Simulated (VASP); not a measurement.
# MgO (P2_1) in VASP: a series of runs

MgO is run at these levels: PBE; tasks: single point.

Everything below comes from runs of VASP 6.6.1. Logs are shortened: lines on timing, memory, paths and dates and some standing lists are left out, and cuts for length are marked.

## (1) The cell of the first run

The structure is monoclinic, space group P2_1 (No. 4). Conventional cell: a = 3.315 Å, b = 5.122 Å, c = 3.315 Å, α = 90.00°, β = 120.00°, γ = 90.00°. Mg (site symmetry 1) has 4 O at 1.99 to 2.01 Å within 2.6 Å. Within 2.6 Å of O (site symmetry 1) lie 4 Mg at 1.99 to 2.01 Å.

## (2) Single point, PBE (atoms displaced along a vibrational mode)

Contents of INCAR:

```
PREC = Accurate
ENCUT = 520
EDIFF = 1E-7
ISMEAR = 0
SIGMA = 0.05
LREAL = False
LASPH = True
NELM = 80
ALGO = Normal
ISIF = 2
LWAVE = False
LCHARG = True
GGA = PE
LELF = True
LVHAR = True
NBANDS = 16
```

Contents of KPOINTS:

```
regular mesh
0
Gamma
  9 9 6
```

Contents of POSCAR:

```
MgO
1.0
    3.3152854007      0.0000000000      0.0000000000
   -1.6576427004      2.8711213778      0.0000000000
    0.0000000000      0.0000000000      5.1215474231
Mg O
2 2
Direct
    0.3043056167      0.6536752271      0.0063188067
    0.6956943833      0.3463247729      0.5063188067
    0.3601534188      0.6786700745      0.3982811933
    0.6398465812      0.3213299255      0.8982811933
```

Potentials or basis: VASP PAW PBE potentials, release 64 (Mg, O).

On the command line:

```
cat potpaw_PBE.64/Mg/POTCAR potpaw_PBE.64/O/POTCAR > POTCAR
mpirun -np 1 vasp_std > vasp.out
```

OUTCAR:

```text
PREC = Accurate
   ENCUT = 520
   EDIFF = 1E-7
   ISMEAR = 0
   LREAL = False
   LASPH = True
   NELM = 80
   ISIF = 2
   GGA = PE

 ion  position               nearest neighbor table
   1  0.304  0.654  0.006-   4 1.99   4 2.00   4 2.00   3 2.01   2 3.10   2 3.10   2 3.25   2 3.25
                             2 3.26   2 3.26
   2  0.696  0.346  0.506-   3 1.99   3 2.00   3 2.00   4 2.01   1 3.10   1 3.10   1 3.25   1 3.25
                             1 3.26   1 3.26
   3  0.360  0.679  0.398-   2 1.99   2 2.00   2 2.00   1 2.01
   4  0.640  0.321  0.898-   1 1.99   1 2.00   1 2.00   2 2.01

  LATTYP: Found a hexagonal cell.
 ALAT       =     3.3152854007
 C/A-ratio  =     1.5448285152

  Lattice vectors:

 A1 = (   3.3152854007,   0.0000000000,   0.0000000000)
 A2 = (  -1.6576427004,   2.8711213778,   0.0000000000)
 A3 = (   0.0000000000,   0.0000000000,   5.1215474231)

Analysis of symmetry for initial positions (statically):
=====================================================================
 Subroutine PRICEL returns:
 Original cell was already a primitive cell.

 Routine SETGRP: Setting up the symmetry group for a
 hexagonal supercell.

 Subroutine GETGRP returns: Found  2 space group operations
 (whereof  1 operations were pure point group operations)
 out of a pool of 24 trial point group operations.

The static configuration has the point symmetry C_1 .
 The point group associated with its full space group is C_2 .

Analysis of symmetry for dynamics (positions and initial velocities):
=====================================================================
 Subroutine PRICEL returns:
 Original cell was already a primitive cell.

 Routine SETGRP: Setting up the symmetry group for a
 hexagonal supercell.

 Subroutine GETGRP returns: Found  2 space group operations
 (whereof  1 operations were pure point group operations)
 out of a pool of 24 trial point group operations.

The dynamic configuration has the point symmetry C_1 .
 The point group associated with its full space group is C_2 .

 Subroutine INISYM returns: Found  2 space group operations
 (whereof  1 operations are pure point group operations),
 and found     1 'primitive' translations

----------------------------------------------------------------------------------------

                                     Primitive cell

  volume of cell :      48.7499

  direct lattice vectors                    reciprocal lattice vectors
     3.315285401  0.000000000  0.000000000     0.301633156  0.174147984  0.000000000
    -1.657642700  2.871121378  0.000000000     0.000000000  0.348295968  0.000000000
     0.000000000  0.000000000  5.121547423     0.000000000  0.000000000  0.195253488

  length of vectors
     3.315285401  3.315285401  5.121547423     0.348295968  0.348295968  0.195253488

  position of ions in fractional coordinates (direct lattice)
     0.304305617  0.653675227  0.006318807
     0.695694383  0.346324773  0.506318807
     0.360153419  0.678670074  0.398281193
     0.639846581  0.321329926  0.898281193

  ion indices of the primitive-cell ions
   primitive index   ion index
                 1           1
                 2           2
                 3           3
                 4           4

----------------------------------------------------------------------------------------

 KPOINTS: regular mesh

Automatic generation of k-mesh.
 Grid dimensions read from file:
 generate k-points for:    9    9    6

 Generating k-lattice:

  Cartesian coordinates                     Fractional coordinates (reciprocal lattice)
     0.033514795  0.019349776  0.000000000     0.111111111 -0.000000000  0.000000000
     0.000000000  0.038699552  0.000000000     0.000000000  0.111111111  0.000000000
     0.000000000  0.000000000  0.032542248     0.000000000  0.000000000  0.166666667

  Length of vectors
     0.038699552  0.038699552  0.032542248

  Shift w.r.t. Gamma in fractional coordinates (k-lattice)
     0.000000000  0.000000000  0.000000000

 Subroutine IBZKPT returns following result:
 ===========================================

 Found    164 irreducible k-points:

 Following reciprocal coordinates:
            Coordinates               Weight
  0.000000  0.000000  0.000000      1.000000
  0.111111  0.000000  0.000000      2.000000
  0.000000  0.111111  0.000000      2.000000
 -0.111111  0.111111  0.000000      2.000000
  0.222222 -0.000000  0.000000      2.000000
  0.000000  0.222222  0.000000      2.000000
[... 16 lines left out ...]
  0.333333  0.111111  0.000000      2.000000
 -0.111111  0.444444  0.000000      2.000000
 [... further k-points ...]
   k-points           NKPTS =    164   k-points in BZ     NKDIM =    164   number of bands    NBANDS=     16
   number of dos      NEDOS =    301   number of ions     NIONS =      4
   total plane-waves  NPLWV =  31360
   dimension x,y,z NGX =    28 NGY =   28 NGZ =   40
   dimension x,y,z NGXF=    56 NGYF=   56 NGZF=   80
   ions per type =               2   2
   NGX,Y,Z   is equivalent  to a cutoff of  14.04, 14.04, 12.98 a.u.
   NGXF,Y,Z  is equivalent  to a cutoff of  28.08, 28.08, 25.97 a.u.
 SYSTEM =  unknown system
   PREC   = accura    normal or accurate (medium, high low for compatibility)
   ISTART =      0    job   : 0-new  1-cont  2-samecut
   ICHARG =      2    charge: 1-file 2-atom 10-const
   ISPIN  =      1    spin polarized calculation?
   LNONCOLLINEAR =      F non collinear calculations
   LSORBIT =      F    spin-orbit coupling
   LASPH  =      T    aspherical Exc in radial PAW
   ENCUT  =  520.0 eV  38.22 Ry    6.18 a.u.   6.16  6.16  9.52*2*pi/ulx,y,z
   NELM   =     80;   NELMIN=  2; NELMDL= -5     # of ELM steps
   EDIFF  = 0.1E-06   stopping-criterion for ELM
   LREAL  =      F    real-space projection
   EDIFFG = 0.1E-05   stopping-criterion for IOM
   NSW    =      0    number of steps for IOM
   IBRION =     -1    ionic relax: 0-MD 1-quasi-New 2-CG
   NFREE  =      0    steps in history (QN), initial steepest desc. (CG)
   ISIF   =      2    stress and relaxation
   ISYM   =      2    0-nonsym 1-usesym 2-fastsym
   POTIM  = 0.5000    time-step for ionic-motion
   TEBEG  =    0.0;   TEEND  =   0.0 temperature during run
   PSTRESS=    0.0 pullay stress
   NELECT =      16.0000    total number of electrons
   NUPDOWN=      -1.0000    fix difference up-down
   EMIN   =  10.00;   EMAX   =-10.00  energy-range for DOS
   EFERMI =   0.00;   METHOD = LEGACY
   ISMEAR =     0;   SIGMA  =   0.05  broadening in eV -4-tet -1-fermi 0-gaus
   EFERMI_NEDOS =   21; number of points for ismear=-14 and -15
   IALGO  =     38    algorithm
   IMIX   =      4    mixing-type and parameters
     AMIX     =   0.40;   BMIX     =  1.00
     AMIX_MAG =   1.60;   BMIX_MAG =  1.00
  volume/ion in A,a.u.               =      12.19        82.25
  Fermi-wavevector in a.u.,A,eV,Ry     =   1.129250  2.133974 17.350238  1.275207
  Thomas-Fermi vector in A             =   2.265943
   LORBIT       =      0    0 simple, 1 ext, 2 COOP (PROOUT), +10 PAW based schemes
   GGA     = PE    functional components
   LHFCALC =     F    Hartree Fock is set to
   AEXX    =    0.0000 exact exchange contribution
   IVDW    =     0    specifies the selected vdW correction
   LEPSILON=     F    determine dielectric tensor
   LRPA    =     F    only Hartree local field effects (RPA)
 non-spin polarized calculation
 Gauss-broadening in eV      SIGMA  =   0.05
  energy-cutoff  :      520.00
  volume of cell :       48.75
 maximum number of plane-waves:      1339
 NGX is ok and might be reduce to    28
   NGX = 13   NGY = 13   NGZ = 19

 number of electron      16.0000006 magnetization

 Free energy of the ion-electron system (eV)
  ---------------------------------------------------
  ext. energy  EPLUGINS =         0.00000000
  ---------------------------------------------------
  free energy    TOTEN  =       -23.50049953 eV

  energy without entropy =      -23.50049953  energy(sigma->0) =      -23.50049953

 E-fermi :   1.1605     XC(G=0):  -9.6070

 val. band max:        0.9145403030   @ k =   0.0000   0.0000   0.0000
 cond. band min:       4.2596172826   @ k =   0.0000   0.0000   0.0000
 fundamental gap:      3.3450769796
 Fermi energy:         1.1605478664

 k-point     1 :       0.0000    0.0000    0.0000
  band No.  band energies     occupation
      1     -15.1830      2.00000
      2     -14.4603      2.00000
      3      -2.2411      2.00000
      4       0.2578      2.00000
      5       0.3170      2.00000
      6       0.5047      2.00000
[... 8 lines left out ...]
     15      17.0531      0.00000
     16      17.6471      0.00000

 k-point     2 :       0.1111    0.0000    0.0000
  band No.  band energies     occupation
      1     -15.1252      2.00000
      2     -14.4370      2.00000
      3      -2.1246      2.00000
      4      -0.0565      2.00000
      5       0.1898      2.00000
      6       0.1972      2.00000
[... 8 lines left out ...]
     15      17.1056      0.00000
     16      17.2719      0.00000

 k-point     3 :       0.0000    0.1111    0.0000
  band No.  band energies     occupation
      1     -15.1238      2.00000
      2     -14.4392      2.00000
      3      -2.1205      2.00000
      4      -0.0200      2.00000
      5       0.2017      2.00000
      6       0.2293      2.00000
[... 8 lines left out ...]
     15      16.8379      0.00000
     16      17.3513      0.00000

 k-point     4 :      -0.1111    0.1111    0.0000
  band No.  band energies     occupation
      1     -15.1237      2.00000
      2     -14.4393      2.00000
      3      -2.1202      2.00000
      4      -0.0191      2.00000
      5       0.2030      2.00000
      6       0.2322      2.00000
[... 8 lines left out ...]
     15      16.8360      0.00000
     16      17.3402      0.00000

 k-point     5 :       0.2222   -0.0000    0.0000
  band No.  band energies     occupation
      1     -14.9717      2.00000
      2     -14.3815      2.00000
      3      -1.7993      2.00000
      4      -0.9154      2.00000
      5      -0.3099      2.00000
      6       0.0355      2.00000
[... 8 lines left out ...]
     15      15.9280      0.00000
     16      16.2097      0.00000

 k-point     6 :       0.0000    0.2222    0.0000
  band No.  band energies     occupation
      1     -14.9650      2.00000
      2     -14.3910      2.00000
      3      -1.7798      2.00000
      4      -0.7875      2.00000
      5      -0.3795      2.00000
      6       0.0457      2.00000
[... 8 lines left out ...]
     15      15.7721      0.00000
     16      16.4225      0.00000
[... 267 lines left out ...]
 k-point    21 :       0.1111    0.2222    0.0000
  band No.  band energies     occupation
      1     -14.8363      2.00000
      2     -14.3560      2.00000
      3      -1.4913      2.00000
      4      -1.2217      2.00000
      5      -0.7757      2.00000
      6      -0.0452      2.00000
[... 8 lines left out ...]
     15      15.4738      0.00000
     16      16.6862      0.00000

 k-point    22 :       0.3333   -0.1111    0.0000
  band No.  band energies     occupation
      1     -14.8422      2.00000
      2     -14.3481      2.00000
      3      -1.5045      2.00000
      4      -1.3251      2.00000
      5      -0.6954      2.00000
      6      -0.0574      2.00000
[... 8 lines left out ...]
     15      15.3286      0.00000
     16      16.4270      0.00000

 k-point    23 :       0.3333    0.1111    0.0000
  band No.  band energies     occupation
      1     -14.6665      2.00000
      2     -14.3174      2.00000
      3      -1.8860      2.00000
      4      -1.0852      2.00000
      5      -0.9391      2.00000
      6      -0.2982      2.00000
[... 8 lines left out ...]
     15      14.9606      0.00000
     16      16.5272      0.00000

 k-point    24 :      -0.1111    0.4444    0.0000
  band No.  band energies     occupation
      1     -14.6341      2.00000
      2     -14.3562      2.00000
      3      -1.7222      2.00000
      4      -1.0923      2.00000
      5      -0.9039      2.00000
      6      -0.3170      2.00000
[... 8 lines left out ...]
     15      14.7829      0.00000
     16      16.5321      0.00000

 [... further k-points ...]

------------------------ aborting loop because EDIFF is reached ----------------------------------------

  FORCE on cell =-STRESS in cart. coord.  units (eV):
  Direction    XX          YY          ZZ          XY          YZ          ZX
  --------------------------------------------------------------------------------------
  -------------------------------------------------------------------------------------
  Total       -0.2379182     -0.1715865     -0.1108717     -0.0432994      0.0000000      0.0000000
  in kB       -7.8192400     -5.6392336     -3.6438248     -1.4230463      0.0000000      0.0000000
  external PRESSURE =      -5.7007662 kB  Pullay stress =       0.0000000 kB

 VOLUME and BASIS-vectors are now :
 -----------------------------------------------------------------------------
  energy-cutoff  :      520.00
  volume of cell :       48.75
      direct lattice vectors                 reciprocal lattice vectors
     3.315285401  0.000000000  0.000000000     0.301633156  0.174147984  0.000000000
    -1.657642700  2.871121378  0.000000000     0.000000000  0.348295968  0.000000000
     0.000000000  0.000000000  5.121547423     0.000000000  0.000000000  0.195253488

 POSITION                                       TOTAL-FORCE (eV/Angst)
 -----------------------------------------------------------------------------------
     -0.07470      1.87678      0.03236         0.248562      0.128398      0.037209
      1.73234      0.99434      2.59314        -0.248562     -0.128398      0.037209
      0.06902      1.94854      2.03982        -0.132425     -0.063643     -0.037209
      1.58862      0.92258      4.60059         0.132425      0.063643     -0.037209
 -----------------------------------------------------------------------------------
    total drift:                               -0.000000     -0.000000     -0.001446

  FREE ENERGIE OF THE ION-ELECTRON SYSTEM (eV)
  ---------------------------------------------------
  free  energy   TOTEN  =       -23.5004995316 eV

  energy  without entropy=      -23.5004995316  energy(sigma->0) =      -23.50049953
```

It took 67 s on 1 thread of Intel Xeon Platinum 8488C (Sapphire Rapids), shared host; peak memory 0.26 GiB.

Results:

```yaml
Free_energy: -23.5005 eV
Pressure: -0.6 GPa
Largest_force: 0.282 eV/Å
Band_gap_on_the_k_mesh: 3.35 eV
```

Forces in eV/Å, atoms in the order of the input:
```
Mg   0.249  0.128  0.037
Mg  -0.249 -0.128  0.037
O   -0.132 -0.064 -0.037
O    0.132  0.064 -0.037
```

Caveat: the cell differs from its parent crystal (atoms displaced along a vibrational mode); an odd mesh through Γ misses points on the zone boundary, where band edges can lie.

## (3) Single point, PBE (atoms displaced along a vibrational mode)

Contents of INCAR:

```
ALGO = Normal
EDIFF = 1E-6
ENCUT = 520
GGA = PE
ISIF = 2
ISMEAR = 0
LASPH = T
LCHARG = F
LREAL = F
LWAVE = F
NBANDS = 16
NELM = 100
PREC = Accurate
SIGMA = 0.05
```

Contents of KPOINTS:

```
k-points
0
Gamma
  9 9 6
```

Contents of POSCAR:

```
MgO
1.0
    3.3152854007      0.0000000000      0.0000000000
   -1.6576427004      2.8711213778      0.0000000000
    0.0000000000      0.0000000000      5.1215474231
Mg O
2 2
Direct
    0.3350912710      0.6926843755      0.0063188067
    0.6649087290      0.3073156245      0.5063188067
    0.3317090913      0.6426276703      0.3982811933
    0.6682909087      0.3573723297      0.8982811933
```

Potentials or basis: VASP PAW PBE potentials, release 64 (Mg, O).

On the command line:

```
cat potpaw_PBE.64/Mg/POTCAR potpaw_PBE.64/O/POTCAR > POTCAR
mpirun -np 1 vasp_std > vasp.out
```

OUTCAR:

```text
EDIFF = 1E-6
   ENCUT = 520
   GGA = PE
   ISIF = 2
   ISMEAR = 0
   LASPH = T
   LREAL = F
   NELM = 100
   PREC = Accurate

 ion  position               nearest neighbor table
   1  0.335  0.693  0.006-   4 1.99   4 1.99   4 2.00   3 2.01   2 3.11   2 3.11   2 3.21   2 3.21
                             2 3.28   2 3.28
   2  0.665  0.307  0.506-   3 1.99   3 1.99   3 2.00   4 2.01   1 3.11   1 3.11   1 3.21   1 3.21
                             1 3.28   1 3.28
   3  0.332  0.643  0.398-   2 1.99   2 1.99   2 2.00   1 2.01
   4  0.668  0.357  0.898-   1 1.99   1 1.99   1 2.00   2 2.01

  LATTYP: Found a hexagonal cell.
 ALAT       =     3.3152854007
 C/A-ratio  =     1.5448285152

  Lattice vectors:

 A1 = (   3.3152854007,   0.0000000000,   0.0000000000)
 A2 = (  -1.6576427004,   2.8711213778,   0.0000000000)
 A3 = (   0.0000000000,   0.0000000000,   5.1215474231)

Analysis of symmetry for initial positions (statically):
=====================================================================
[... 179 lines left out ...]
 E-fermi :   1.1669     XC(G=0):  -9.6070

 val. band max:        0.9147305242   @ k =   0.0000   0.0000   0.0000
 cond. band min:       4.2596017589   @ k =   0.0000   0.0000   0.0000
 fundamental gap:      3.3448712347
 Fermi energy:         1.1668760122

 k-point     1 :       0.0000    0.0000    0.0000
  band No.  band energies     occupation
      1     -15.1830      2.00000
      2     -14.4601      2.00000
      3      -2.2413      2.00000
      4       0.2549      2.00000
      5       0.3211      2.00000
      6       0.5076      2.00000
[... 433 lines left out ...]
      3      -1.8705      2.00000
      4      -1.0774      2.00000
      5      -0.9367      2.00000
      6      -0.3012      2.00000
[... 8 lines left out ...]
     15      14.8996      0.00000
     16      16.4681      0.00000

 [... further k-points ...]

------------------------ aborting loop because EDIFF is reached ----------------------------------------

  FORCE on cell =-STRESS in cart. coord.  units (eV):
  Direction    XX          YY          ZZ          XY          YZ          ZX
  --------------------------------------------------------------------------------------
  -------------------------------------------------------------------------------------
  Total       -0.1711445     -0.2360929     -0.1143819      0.0473385      0.0000000      0.0000000
  in kB       -5.6247067     -7.7592530     -3.7591885      1.5557923      0.0000000      0.0000000
  external PRESSURE =      -5.7143827 kB  Pullay stress =       0.0000000 kB

 VOLUME and BASIS-vectors are now :
 -----------------------------------------------------------------------------
  energy-cutoff  :      520.00
  volume of cell :       48.75
      direct lattice vectors                 reciprocal lattice vectors
     3.315285401  0.000000000  0.000000000     0.301633156  0.174147984  0.000000000
    -1.657642700  2.871121378  0.000000000     0.000000000  0.348295968  0.000000000
     0.000000000  0.000000000  5.121547423     0.000000000  0.000000000  0.195253488

 POSITION                                       TOTAL-FORCE (eV/Angst)
 -----------------------------------------------------------------------------------
     -0.03730      1.98878      0.03236         0.098711     -0.244428      0.037021
      1.69494      0.88234      2.59314        -0.098711      0.244428      0.037021
      0.03446      1.84506      2.03982        -0.080515      0.134749     -0.037021
      1.62318      1.02606      4.60059         0.080515     -0.134749     -0.037021
 -----------------------------------------------------------------------------------
    total drift:                               -0.000000     -0.000000     -0.001306

  FREE ENERGIE OF THE ION-ELECTRON SYSTEM (eV)
  ---------------------------------------------------
  free  energy   TOTEN  =       -23.5009482278 eV

  energy  without entropy=      -23.5009482278  energy(sigma->0) =      -23.50094823
```

Run time: 2.8 min. Hardware: 1 thread of Intel Xeon 8259CL, shared host; peak memory 0.26 GiB.

What came out:

```
Free energy            : -23.5009 eV
Pressure               : -0.6 GPa
Largest force          : 0.266 eV/Å
Band gap on the k mesh : 3.34 eV
```

Forces on the atoms (eV/Å):
```
Mg   0.099 -0.244  0.037
Mg  -0.099  0.244  0.037
O   -0.081  0.135 -0.037
O    0.081 -0.135 -0.037
```

Caveat: the cell differs from its parent crystal (atoms displaced along a vibrational mode); an odd mesh through Γ misses points on the zone boundary, where band edges can lie.

(Part 1 of 2 ends here.)
